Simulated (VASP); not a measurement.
## GaN: single point with LDA

The system is GaN.

```
Ga N
1.0
     3.15180    0.00000    0.00000
    -1.57590    2.72954    0.00000
     0.00000    0.00000    5.13848
Ga N
2 2
Direct
  0.66667 0.33333 0.49930
  0.33333 0.66667 0.99930
  0.66667 0.33333 0.87570
  0.33333 0.66667 0.37570
```

```
Program                : VASP 6.6.1
Task                   : single point
Functional             : LDA
Potentials or basis    : VASP PAW LDA potentials, release 64 (Ga_d, N)
Cutoff                 : 520 eV
k mesh                 : 12 × 12 × 6
Occupations            : gaussian, width 0.02 eV
Spin                   : no spin polarisation
Dipole correction      : no
Further INCAR settings : ALGO = Normal; EDIFF = 1e-07; NBANDS = 26
```

* Pressure: 1.1 GPa
* Band gap on the k mesh: 2.15 eV

Levels at points of the mesh, in eV from the valence-band top:
| k point | band 14 | band 15 | band 16 | band 17 | band 18 | band 19 | band 20 | band 21 | band 22 | band 23 |
| --- | --- | --- | --- | --- | --- | --- | --- | --- | --- | --- |
| (0.00, 0.00, 0.00) | -1.08 | -1.08 | -0.05 | 0.00 | 0.00 | 2.15 | 4.38 | 9.22 | 9.90 | 9.90 |
| (0.50, 0.00, 0.00) | -5.46 | -4.41 | -2.88 | -2.34 | -1.05 | 5.00 | 5.66 | 5.99 | 8.72 | 10.40 |
| (0.00, 0.00, 0.50) | -3.92 | -0.56 | -0.56 | -0.56 | -0.56 | 4.41 | 4.41 | 8.47 | 8.47 | 10.43 |
| (0.50, 0.00, 0.50) | -6.86 | -2.04 | -2.04 | -1.99 | -1.99 | 4.39 | 4.39 | 7.81 | 7.81 | 10.00 |

It took 68 s on 1 thread of Intel(R) Xeon(R) Platinum 8488C (Sapphire Rapids), with other jobs on the host, peak memory 0.19 GiB.
